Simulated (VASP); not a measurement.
Fe:

```
Fe
1.0
     0.00000    1.92871    1.95192
     1.48838    0.00000    1.95192
     1.48838    1.92871    0.00000
Fe
1
Direct
  0.00000 0.00000 0.00000
```

This cell differs from its parent crystal: volume scaled by 0.98.

Base run:

```yaml
Program: VASP 6.6.1
Functional: PBE
Potentials_or_basis: VASP PAW PBE potentials, release 64 (Fe)
Cutoff: 520 eV
k_mesh: 13 × 13 × 13
Occupations: fermi-dirac, width 0.05 eV
Spin: collinear spin, ferromagnetic start
Starting_moments: "[3.0] μB"
```

Its results: pressure 2.7 GPa; net moment 2.15 μB per cell; site moments Fe +2.14 μB.

**Question.** The run is repeated on the same cell with these changes: functional from PBE to PBEsol; further incar settings from ALGO = Normal; EDIFF = 1e-06; NBANDS = 14 to ALGO = Fast; EDIFF = 1e-06; NBANDS = 14. What comes out?

**Answer.** Pressure -7.3 GPa; net moment 2.15 μB per cell; site moments Fe +2.14 μB.

Caveats: the PAW data sets were made with another functional, which shifts forces and pressure a little (some runs).
